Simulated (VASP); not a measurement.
A run of VASP 6.6.1 is set up as follows.

Contents of INCAR:

```
  ALGO = Normal
  EDIFF = 1E-6
  ENCUT = 520
  GGA = PE
  ISIF = 2
  ISMEAR = -1
  ISPIN = 2
  LASPH = T
  LCHARG = F
  LMAXMIX = 4
  LORBIT = 11
  LREAL = F
  LWAVE = F
  MAGMOM = 1
  NBANDS = 16
  NELM = 150
  PREC = Accurate
  SIGMA = 0.05
```

KPOINTS

```
k-points
0
Gamma
  19 19 19
```

File POSCAR:

```
Sc
1.0
    0.0000000000      2.2142741306      2.2142741306
    2.2142741306      0.0000000000      2.2142741306
    2.2142741306      2.2142741306      0.0000000000
Sc
1
Direct
    0.0000000000      0.0000000000      0.0000000000
```

Potentials or basis: VASP PAW PBE potentials, release 64 (Sc_sv).

Run with:

```sh
$ cat potpaw_PBE.64/Sc_sv/POTCAR > POTCAR
$ mpirun -np 1 vasp_std > vasp.out
```

Task: What does it give for the pressure?

Result: 8.0 GPa.

Task: Predict the net moment.

Result: 0.00 μB per cell.
